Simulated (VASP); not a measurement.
Here is a VASP 6.6.1 calculation.

The input INCAR:

```
  PREC = Accurate
  ENCUT = 520
  EDIFF = 1E-7
  ISMEAR = -1
  SIGMA = 0.02
  LREAL = False
  LASPH = True
  NELM = 100
  ALGO = Normal
  ISIF = 2
  LWAVE = False
  LCHARG = False
  GGA = PE
  NBANDS = 15
```

KPOINTS

```
Automatic mesh
0
Gamma
  6 6 6
```

POSCAR

```
RbBr
1.0
    0.0000000000      3.8694968646      3.6489355433
    3.8694968646      0.0000000000      3.6489355433
    3.8694968646      3.8694968646      0.0000000000
Rb Br
1 1
Direct
    0.0000000000      0.0000000000      0.0000000000
    0.2500000000      0.2500000000      0.2500000000
```

Potentials or basis: VASP PAW PBE potentials, release 64 (Rb_sv, Br).

Launch:

```console
$ cat potpaw_PBE.64/Rb_sv/POTCAR potpaw_PBE.64/Br/POTCAR > POTCAR
$ mpirun -np 1 vasp_std > vasp.out
```

Question: Estimate the pressure.

Answer: 0.8 GPa.

Question: Estimate the band gap on the k mesh.

Answer: 4.14 eV, indirect (least direct gap 4.26 eV).

Caveat: the cell differs from its parent crystal (uniaxial z strain -5.7%). A k mesh can miss the band edges.
